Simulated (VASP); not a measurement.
The system is Cr.

```
CELL_PARAMETERS angstrom
-1.44195 1.44195 1.44195
1.44195 -1.44195 1.44195
1.44195 1.44195 -1.44195
ATOMIC_POSITIONS crystal
Cr 0.00000 0.00000 0.00000
```

Base run:

```yaml
Program: VASP 6.6.1
Functional: LDA
Potentials_or_basis: VASP PAW LDA potentials, release 64 (Cr_pv)
Cutoff: 500 eV
k_mesh: 14 × 14 × 14
Occupations: gaussian, width 0.05 eV
Spin: collinear spin, ferromagnetic start
Starting_moments: "[1.12] μB"
Fixed_moment: 1.12 μB
```

Its results: pressure -14.1 GPa; site moments Cr +1.04 μB.

**Question.** The run is repeated on the same cell with these changes: fixed moment from 1.12 μB to 0.45 μB; moments at the start from [1.12] to [0.45]. What comes out?

**Answer.** Pressure -22.9 GPa; site moments Cr +0.41 μB.

Caveats: the total moment is fixed, so each spin has its own Fermi level.
